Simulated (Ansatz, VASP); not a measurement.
## SiO2: VASP beside Ansatz

```
Si O
1.0
     4.18010    0.00000    0.00000
     0.00000    4.18010    0.00000
     0.00000    0.00000    2.69448
Si O
2 4
Direct
  0.00000 0.00000 0.00000
  0.50000 0.50000 0.50000
  0.30670 0.30670 0.00000
  0.19330 0.80670 0.50000
  0.69330 0.69330 0.00000
  0.80670 0.19330 0.50000
```

Change from the starting cell: zz strain of +1 %.

Alike in both runs: task single point; functional PBEsol; k mesh 6 × 6 × 9; occupations fermi-dirac, width 0.03 eV; no spin polarisation.

|  | VASP | Ansatz |
| --- | --- | --- |
| version | VASP 6.6.1 | Ansatz 0.2.0 |
| potentials or method | VASP PAW PBE potentials, release 64 (Si, O), cutoff 520 eV | all-electron LAPW, scalar-relativistic |

```csv
,VASP,Ansatz,Ansatz less VASP
gap on the k mesh at the Fermi level (eV),5.36,5.37,+0.006
pressure (GPa),0.9,0.2,-0.71
"traceless stress, the component that is largest in VASP (GPa)",-2.51,-3.09,-0.582
rms of the force components (eV/Å),0.103,0.085,-0.0178
```

VASP's potentials were made for PBE, not for PBEsol. Atom by atom the forces differ by 0.018 eV/Å (rms over components). Ansatz ran all-electron here, and VASP with PAW potentials.
